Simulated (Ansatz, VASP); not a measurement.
# MgO: VASP beside Ansatz

INCAR

```
ALGO     = Normal         # electronic algorithm
EDIFF    = 1E-6           # SCF threshold, eV
ENCUT    = 520            # plane-wave cutoff, eV
GGA      = PS             # functional
ISIF     = 2              # what is computed and relaxed
ISMEAR   = 0              # smearing method
LASPH    = T              # aspherical terms in the spheres
LCHARG   = T              # write CHGCAR
LELF     = T              # ELF
LREAL    = F              # projectors in reciprocal space
LVHAR    = T            
LWAVE    = F              # write WAVECAR
NBANDS   = 16             # bands
NELM     = 100            # most SCF steps
PREC     = Accurate       # precision mode
SIGMA    = 0.05           # smearing width, eV
```

File KPOINTS:

```
k-points
0
Gamma
  9 9 6
```

Contents of POSCAR:

```
MgO
1.0
    3.5735373093      0.0000000000      0.0000000000
   -1.7867686547      3.0947740912      0.0000000000
    0.0000000000      0.0000000000      3.9691391590
Mg O
2 2
Direct
    0.6666666667      0.3333333333      0.7500000000
    0.3333333333      0.6666666667      0.2500000000
    0.6666666667      0.3333333333      0.2500000000
    0.3333333333      0.6666666667      0.7500000000
```

Input for Ansatz:

```yaml
crystal:
  lattice:
    - [3.5735373093, 0.0, 0.0]
    - [-1.7867686547, 3.0947740912, 0.0]
    - [0.0, 0.0, 3.969139159]
  atoms:
    - { symbol: Mg, position: [0.6666666667, 0.3333333333, 0.75] }
    - { symbol: Mg, position: [0.3333333333, 0.6666666667, 0.25] }
    - { symbol: O, position: [0.6666666667, 0.3333333333, 0.25] }
    - { symbol: O, position: [0.3333333333, 0.6666666667, 0.75] }
basis:
  ecutwfc: 420
kpoints:
  mp_grid: { grid: [9, 9, 6] }
hamiltonian:
  xc: pbesol
scf:
  occupations: { method: gaussian, width: 0.05 }
output:
  forces: true
  stress: true
  eigenvalues: true
```

Change from the starting cell: strain +0.025 along x and y, -0.050 along z, atoms carried along.

Alike in both runs: task single point; functional PBEsol; k mesh 9 × 9 × 6; occupations gaussian, width 0.05 eV; no spin polarisation.

```csv
,VASP,Ansatz
version,VASP 6.6.1,Ansatz 0.2.0
potentials or method,"VASP PAW PBE potentials, release 64 (Mg, O), cutoff 520 eV","scalar-relativistic, plane waves, PAW"
valence electrons in the cell,16,32
```

VASP gave:

```
gap on the k mesh at the Fermi level (eV)                     : 3.41
least direct gap on the mesh (eV)                             : 3.41
pressure (GPa)                                                : 3.2
traceless stress, the component that is largest in VASP (GPa) : 11.40
```

**Question.** Which values does Ansatz return?

**Answer.** gap on the k mesh at the Fermi level (eV): 3.41; least direct gap on the mesh (eV): 3.41; pressure (GPa): 3.6; traceless stress, the component that is largest in VASP (GPa): 11.35.

VASP's potentials were made for PBE, not for PBEsol. The functional is the same, so the differences come from potentials, cutoffs and numerics. VASP's potentials hold 16 valence electrons a cell and Ansatz's 32, so a difference there can come from the potentials and not from the codes.
